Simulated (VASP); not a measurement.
# Sb (P6_3/mmc) in VASP: notebook

The runs below take Sb through relaxation of cell and atoms, single point, with PBE.

All numbers are computed with VASP 6.6.1; they aren't measurements. Logs are shortened: lines on timing, memory, paths and dates and some standing lists are left out, and cuts for length are marked.

## (1) The cell of the first run

The structure is hexagonal, space group P6_3/mmc (No. 194). Conventional cell: a = 3.383 Å, b = 3.383 Å, c = 5.557 Å, α = 90.00°, β = 90.00°, γ = 120.00°. Within 4.4 Å of Sb (site symmetry -6m2) lie 12 Sb at 3.38 to 3.40 Å.

This isn't the form of Sb at room conditions, which is rhombohedral.

## (2) Relaxation of cell and atoms, PBE, non-collinear spin, zero start, spin-orbit coupling

File INCAR:

```
  PREC = Accurate
  ENCUT = 500
  EDIFF = 1E-7
  ISMEAR = -1
  SIGMA = 0.05
  LREAL = F
  LASPH = T
  NELM = 200
  ALGO = Normal
  ISIF = 3
  LWAVE = F
  LCHARG = F
  LNONCOLLINEAR = T
  MAGMOM = 0 0 0 0 0 0
  LORBIT = 11
  LSORBIT = T
  GGA_COMPAT = F
  LORBMOM = T
  GGA = PE
  IBRION = 2
  NSW = 45
  EDIFFG = -0.005
  NELMIN = 4
```

File KPOINTS:

```
regular mesh
0
Gamma
  14 14 8
```

File POSCAR:

```
Sb
1.0
    3.3830913534      0.0000000000      0.0000000000
   -1.6915456767      2.9298430553      0.0000000000
    0.0000000000      0.0000000000      5.5574815459
Sb
2
Direct
    0.3333333333      0.6666666667      0.2500000000
    0.6666666667      0.3333333333      0.7500000000
```

Potentials or basis: VASP PAW PBE potentials, release 64 (Sb).

Started as:

```
> cat potpaw_PBE.64/Sb/POTCAR > POTCAR
> mpirun -np 1 vasp_ncl > vasp.out
```

OUTCAR:

```text
PREC = Accurate
   ENCUT = 500
   EDIFF = 1E-7
   ISMEAR = -1
   LREAL = F
   LASPH = T
   NELM = 200
   ISIF = 3
   LNONCOLLINEAR = T
   LORBIT = 11
   LSORBIT = T
   GGA = PE
   IBRION = 2
   NSW = 45
   EDIFFG = -0.005
   NELMIN = 4

 ion  position               nearest neighbor table
   1  0.333  0.667  0.250-   2 3.40   2 3.40   2 3.40   2 3.40   2 3.40   2 3.40
   2  0.667  0.333  0.750-   1 3.40   1 3.40   1 3.40   1 3.40   1 3.40   1 3.40

  LATTYP: Found a hexagonal cell.
 ALAT       =     3.3830913534
 C/A-ratio  =     1.6427228725

  Lattice vectors:

 A1 = (   3.3830913534,   0.0000000000,   0.0000000000)
 A2 = (  -1.6915456767,   2.9298430553,   0.0000000000)
 A3 = (   0.0000000000,   0.0000000000,   5.5574815459)

Analysis of symmetry for initial positions (statically):
=====================================================================
 Subroutine PRICEL returns:
 Original cell was already a primitive cell.

 Routine SETGRP: Setting up the symmetry group for a
 hexagonal supercell.

 Subroutine GETGRP returns: Found 24 space group operations
 (whereof 12 operations were pure point group operations)
 out of a pool of 24 trial point group operations.

The static configuration has the point symmetry D_3d.
 The point group associated with its full space group is D_6h.

Analysis of symmetry for dynamics (positions and initial velocities):
=====================================================================
 Subroutine PRICEL returns:
 Original cell was already a primitive cell.

 Routine SETGRP: Setting up the symmetry group for a
 hexagonal supercell.

 Subroutine GETGRP returns: Found 24 space group operations
 (whereof 12 operations were pure point group operations)
 out of a pool of 24 trial point group operations.

The dynamic configuration has the point symmetry D_3d.
 The point group associated with its full space group is D_6h.

Analysis of structural, dynamic, and magnetic symmetry:
=====================================================================
 Subroutine PRICEL returns:
 Original cell was already a primitive cell.

 Routine SETGRP: Setting up the symmetry group for a
 hexagonal supercell.

 Subroutine GETGRP returns: Found 24 space group operations
 (whereof 12 operations were pure point group operations)
 out of a pool of 24 trial point group operations.

The overall configuration has the point symmetry D_3d.
 The point group associated with its full space group is D_6h.

 Subroutine INISYM returns: Found 24 space group operations
 (whereof 12 operations are pure point group operations),
 and found     1 'primitive' translations

----------------------------------------------------------------------------------------

                                     Primitive cell

  volume of cell :      55.0853

  direct lattice vectors                    reciprocal lattice vectors
     3.383091353  0.000000000  0.000000000     0.295587643  0.170657605  0.000000000
    -1.691545677  2.929843055  0.000000000     0.000000000  0.341315211  0.000000000
     0.000000000  0.000000000  5.557481546     0.000000000  0.000000000  0.179937620

  length of vectors
     3.383091353  3.383091353  5.557481546     0.341315211  0.341315211  0.179937620

  position of ions in fractional coordinates (direct lattice)
     0.333333333  0.666666667  0.250000000
     0.666666667  0.333333333  0.750000000

  ion indices of the primitive-cell ions
   primitive index   ion index
                 1           1
                 2           2

----------------------------------------------------------------------------------------

 KPOINTS: regular mesh

[... 116 lines left out ...]
  ---------------------------------------------------
  free energy    TOTEN  =        -7.86590844 eV

  energy without entropy =       -7.85244462  energy(sigma->0) =       -7.85917653

------------------------ aborting loop because EDIFF is reached ----------------------------------------

  FORCE on cell =-STRESS in cart. coord.  units (eV):
  Direction    XX          YY          ZZ          XY          YZ          ZX
  --------------------------------------------------------------------------------------
  -------------------------------------------------------------------------------------
  Total       -0.0531433     -0.0531433     -0.0389122      0.0000000      0.0000000      0.0000000
  in kB       -1.5456926     -1.5456926     -1.1317765      0.0000000      0.0000000      0.0000000
  external PRESSURE =      -1.4077205 kB  Pullay stress =       0.0000000 kB
[... 61 lines left out ...]
--------------------------------------- Ionic step        3  -------------------------------------------

 number of electron      10.0000001 magnetization      -0.0000000      0.0000000     -0.0000000

 Free energy of the ion-electron system (eV)
  ---------------------------------------------------
  ext. energy  EPLUGINS =         0.00000000
  ---------------------------------------------------
  free energy    TOTEN  =        -7.86597320 eV

  energy without entropy =       -7.85247440  energy(sigma->0) =       -7.85922380

 E-fermi :   8.2759     XC(G=0): -10.1402

 val. band max:        8.2632804718   @ k =   0.1429   0.0714   0.1250
 cond. band min:       8.2789945616   @ k =   0.2857   0.2143   0.2500
 fundamental gap:      0.0157140898
 Fermi energy:         8.2758775739

 k-point     1 :       0.0000    0.0000    0.0000
  band No.  band energies     occupation
      1      -4.4969      1.00000
      2      -4.4969      1.00000
      3      -0.9063      1.00000
      4      -0.9063      1.00000
      5       2.5549      1.00000
      6       2.5549      1.00000
[... 481 lines left out ...]
      5       3.9837      1.00000
      6       3.9837      1.00000
[... 10 lines left out ...]
     17      11.9775      0.00000
     18      11.9775      0.00000

 [... further k-points ...]

------------------------ aborting loop because EDIFF is reached ----------------------------------------

  FORCE on cell =-STRESS in cart. coord.  units (eV):
  Direction    XX          YY          ZZ          XY          YZ          ZX
  --------------------------------------------------------------------------------------
  -------------------------------------------------------------------------------------
  Total       -0.0004500     -0.0004500      0.0092076      0.0000000      0.0000000      0.0000000
  in kB       -0.0131221     -0.0131221      0.2684940      0.0000000      0.0000000      0.0000000
  external PRESSURE =       0.0807499 kB  Pullay stress =       0.0000000 kB
[... 17 lines left out ...]
  FREE ENERGIE OF THE ION-ELECTRON SYSTEM (eV)
  ---------------------------------------------------
  free  energy   TOTEN  =        -7.8659731977 eV

  energy  without entropy=       -7.8524744044  energy(sigma->0) =       -7.85922380

 reached required accuracy - stopping structural energy minimisation

 orbital moment (x)

 # of ion     p       d       tot
 ----------------------------------------
  1         0.000   0.000   0.000
  2        -0.000  -0.000  -0.000
 ----------------------------------------
            0.000  -0.000   0.000

 orbital moment (y)

 # of ion     p       d       tot
 ----------------------------------------
  1         0.000   0.000   0.000
  2         0.000   0.000   0.000
 ----------------------------------------
            0.000   0.000   0.000

 orbital moment (z)

 # of ion     p       d       tot
 ----------------------------------------
  1         0.000   0.000   0.000
  2         0.000   0.000   0.000
 ----------------------------------------
            0.000   0.000   0.000

 Spin-Orbit-Coupling matrix elements

 Ion:    1  E_soc:     -0.1425852
 l=   1
     0.0000000    -0.0235693    -0.0234777
    -0.0235693     0.0000000    -0.0235693
    -0.0234777    -0.0235693     0.0000000
 l=   2
     0.0000000    -0.0000418     0.0000000    -0.0000418    -0.0002026
    -0.0000418     0.0000000    -0.0001372    -0.0000323    -0.0000418
     0.0000000    -0.0001372     0.0000000    -0.0001372     0.0000000
    -0.0000418    -0.0000323    -0.0001372     0.0000000    -0.0000418
    -0.0002026    -0.0000418     0.0000000    -0.0000418     0.0000000
 l=   3
     0.0000000     0.0000000     0.0000000     0.0000000     0.0000000     0.0000000     0.0000000
     0.0000000     0.0000000     0.0000000     0.0000000     0.0000000     0.0000000     0.0000000
     0.0000000     0.0000000     0.0000000     0.0000000     0.0000000     0.0000000     0.0000000
     0.0000000     0.0000000     0.0000000     0.0000000     0.0000000     0.0000000     0.0000000
     0.0000000     0.0000000     0.0000000     0.0000000     0.0000000     0.0000000     0.0000000
     0.0000000     0.0000000     0.0000000     0.0000000     0.0000000     0.0000000     0.0000000
     0.0000000     0.0000000     0.0000000     0.0000000     0.0000000     0.0000000     0.0000000

 Ion:    2  E_soc:     -0.1425852
 l=   1
     0.0000000    -0.0235693    -0.0234777
    -0.0235693     0.0000000    -0.0235693
    -0.0234777    -0.0235693     0.0000000
 l=   2
     0.0000000    -0.0000418     0.0000000    -0.0000418    -0.0002026
    -0.0000418     0.0000000    -0.0001372    -0.0000323    -0.0000418
     0.0000000    -0.0001372     0.0000000    -0.0001372     0.0000000
    -0.0000418    -0.0000323    -0.0001372     0.0000000    -0.0000418
    -0.0002026    -0.0000418     0.0000000    -0.0000418     0.0000000
 l=   3
     0.0000000     0.0000000     0.0000000     0.0000000     0.0000000     0.0000000     0.0000000
     0.0000000     0.0000000     0.0000000     0.0000000     0.0000000     0.0000000     0.0000000
     0.0000000     0.0000000     0.0000000     0.0000000     0.0000000     0.0000000     0.0000000
     0.0000000     0.0000000     0.0000000     0.0000000     0.0000000     0.0000000     0.0000000
     0.0000000     0.0000000     0.0000000     0.0000000     0.0000000     0.0000000     0.0000000
     0.0000000     0.0000000     0.0000000     0.0000000     0.0000000     0.0000000     0.0000000
     0.0000000     0.0000000     0.0000000     0.0000000     0.0000000     0.0000000     0.0000000

 total charge

# of ion       s       p       d       tot
------------------------------------------
    1        1.256   1.034   0.037   2.327
    2        1.256   1.034   0.037   2.327
--------------------------------------------------
tot          2.513   2.068   0.074   4.654

 magnetization (x)

# of ion       s       p       d       tot
------------------------------------------
    1        0.000   0.000   0.000   0.000
    2        0.000   0.000   0.000   0.000
--------------------------------------------------
tot          0.000   0.000   0.000   0.000

 magnetization (y)

# of ion       s       p       d       tot
------------------------------------------
    1        0.000   0.000   0.000   0.000
    2        0.000   0.000   0.000   0.000
--------------------------------------------------
tot          0.000   0.000   0.000   0.000

 magnetization (z)

# of ion       s       p       d       tot
------------------------------------------
    1        0.000   0.000   0.000   0.000
    2        0.000   0.000   0.000   0.000
--------------------------------------------------
tot          0.000   0.000   0.000   0.000
```

It took 3 min on 1 thread of AMD EPYC 9R45 (Zen 5), shared host; peak memory 0.38 GiB.

What came out:

```
Free energy                                           : -7.8660 eV
Relaxed volume                                        : 27.47 Å³/atom
Relaxed cell                                          : a = 3.380 Å, b = 3.380 Å, c = 5.554 Å, α = 90.00°, β = 90.00°, γ = 120.00°
Space group after relaxing (to 0.1 Å)                 : P6_3/mmc (No. 194)
Energy gained by relaxing                             : 0.0 meV/atom
Ionic steps                                           : 3
Pressure after relaxing                               : 0.0 GPa
Net moment                                            : 0.00 μB per cell
Valence electrons inside the program's atomic spheres : Sb 2.33
```

Final structure:
```
Sb
1.0
     3.37991    0.00000    0.00000
    -1.68996    2.92709    0.00000
     0.00000    0.00000    5.55366
Sb
2
Direct
  0.33333 0.66667 0.25000
  0.66667 0.33333 0.75000
```

Moments on the atoms (μB; x, y, z):
```
Sb  0.00 0.00 0.00
Sb  0.00 0.00 0.00
```

## (3) Single point, PBE, non-collinear spin, zero start, spin-orbit coupling

File INCAR:

```
  ALGO = Normal
  EDIFF = 1E-7
  ENCUT = 520
  GGA = PE
  GGA_COMPAT = F
  ISIF = 2
  ISMEAR = -1
  LASPH = T
  LCHARG = F
  LORBIT = 11
  LORBMOM = T
  LREAL = F
  LSORBIT = T
  LWAVE = F
  MAGMOM = 0 0 0 0 0 0
  NBANDS = 22
  NELM = 150
  PREC = Accurate
  SIGMA = 0.05
```

File KPOINTS:

```
k-points
0
Gamma
  14 14 8
```

POSCAR is that of step 2.

Potentials or basis: VASP PAW PBE potentials, release 64 (Sb).

Started as:

```
> cat potpaw_PBE.64/Sb/POTCAR > POTCAR
> mpirun -np 1 vasp_ncl > vasp.out
```

OUTCAR:

```text
EDIFF = 1E-7
   ENCUT = 520
   GGA = PE
   ISIF = 2
   ISMEAR = -1
   LASPH = T
   LORBIT = 11
   LREAL = F
   LSORBIT = T
   NELM = 150
   PREC = Accurate

 ion  position               nearest neighbor table
   1  0.333  0.667  0.250-   2 3.40   2 3.40   2 3.40   2 3.40   2 3.40   2 3.40
   2  0.667  0.333  0.750-   1 3.40   1 3.40   1 3.40   1 3.40   1 3.40   1 3.40

  LATTYP: Found a hexagonal cell.
 ALAT       =     3.3830913534
 C/A-ratio  =     1.6427228725

  Lattice vectors:

 A1 = (   3.3830913534,   0.0000000000,   0.0000000000)
 A2 = (  -1.6915456767,   2.9298430553,   0.0000000000)
[... 898 lines left out ...]
    -0.0002012    -0.0000415     0.0000000    -0.0000415     0.0000000
 l=   3
     0.0000000     0.0000000     0.0000000     0.0000000     0.0000000     0.0000000     0.0000000
     0.0000000     0.0000000     0.0000000     0.0000000     0.0000000     0.0000000     0.0000000
     0.0000000     0.0000000     0.0000000     0.0000000     0.0000000     0.0000000     0.0000000
     0.0000000     0.0000000     0.0000000     0.0000000     0.0000000     0.0000000     0.0000000
     0.0000000     0.0000000     0.0000000     0.0000000     0.0000000     0.0000000     0.0000000
     0.0000000     0.0000000     0.0000000     0.0000000     0.0000000     0.0000000     0.0000000
     0.0000000     0.0000000     0.0000000     0.0000000     0.0000000     0.0000000     0.0000000

 total charge

# of ion       s       p       d       tot
------------------------------------------
    1        1.257   1.033   0.037   2.326
    2        1.257   1.033   0.037   2.326
--------------------------------------------------
tot          2.513   2.066   0.073   4.652

 magnetization (x)

# of ion       s       p       d       tot
------------------------------------------
    1        0.000   0.000   0.000   0.000
    2        0.000   0.000   0.000   0.000
--------------------------------------------------
tot          0.000   0.000   0.000   0.000

 magnetization (y)

# of ion       s       p       d       tot
------------------------------------------
    1       -0.000   0.000   0.000  -0.000
    2       -0.000   0.000   0.000  -0.000
--------------------------------------------------
tot         -0.000   0.000   0.000  -0.000

 magnetization (z)

# of ion       s       p       d       tot
------------------------------------------
    1        0.000   0.000   0.000   0.000
    2        0.000   0.000   0.000   0.000
--------------------------------------------------
tot          0.000   0.000   0.000   0.000
```

stdout:

```text
POSCAR found type information on POSCAR Sb
 POSCAR found :  1 types and       2 ions
 scaLAPACK will be used
 LDA part: xc-table for (Slater+PW92), standard interpolation
 POSCAR, INCAR and KPOINTS ok, starting setup
 FFT: planning ... GRIDC
 FFT: planning ... GRID_SOFT
 FFT: planning ... GRID
 WAVECAR not read
 entering main loop
```

Wall time 2.6 min (1 thread of AMD EPYC 9R45 (Zen 5), shared host); peak memory 0.39 GiB.

What came out:

```
Free energy                                           : -7.8659 eV
Pressure                                              : -0.1 GPa
Net moment                                            : 0.00 μB per cell
Valence electrons inside the program's atomic spheres : Sb 2.33
```

Moments on the atoms (μB; x, y, z):
```
Sb  0.00 0.00 0.00
Sb  0.00 0.00 0.00
```
